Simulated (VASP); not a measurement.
A run of VASP 6.6.1 is set up as follows.

File INCAR:

```
PREC = Accurate
ENCUT = 520
EDIFF = 1E-6
ISMEAR = -1
SIGMA = 0.02
LREAL = F
LASPH = T
NELM = 80
ALGO = Normal
ISIF = 2
LWAVE = F
LCHARG = T
GGA = PE
LELF = T
LVHAR = T
NBANDS = 28
```

Contents of KPOINTS:

```
Automatic mesh
0
Gamma
  6 6 6
```

Contents of POSCAR:

```
BaTiO3
1.0
    3.9725052411      0.0000000000      0.0000000000
    0.0000000000      2.8904445217      2.9153854257
    0.0000000000     -2.8904445217      2.9153854257
Ba Ti O
1 1 3
Direct
    0.0000000000      0.0082750975      0.0082750975
    0.5000000000      0.5244580692      0.5244580692
    0.5000000000      0.9731675936      0.4899429173
    0.5000000000      0.4899429173      0.9731675936
    0.0000000000      0.4840563224      0.4840563224
```

Potentials or basis: VASP PAW PBE potentials, release 64 (Ba_sv, Ti_sv, O).

Run with:

```bash
$ cat potpaw_PBE.64/Ba_sv/POTCAR potpaw_PBE.64/Ti_sv/POTCAR potpaw_PBE.64/O/POTCAR > POTCAR
$ mpirun -np 1 vasp_std > vasp.out
```

(1) Predict the band gap on the k mesh.

(2) What does it give for the largest force?

(3) What does it give for the pressure?

Answers

(1) 2.35 eV (least direct gap 2.89 eV).

(2) 0.088 eV/Å.

(3) 1.6 GPa.

Caveat: spin-orbit coupling is left out, which moves the levels of the heavy elements.
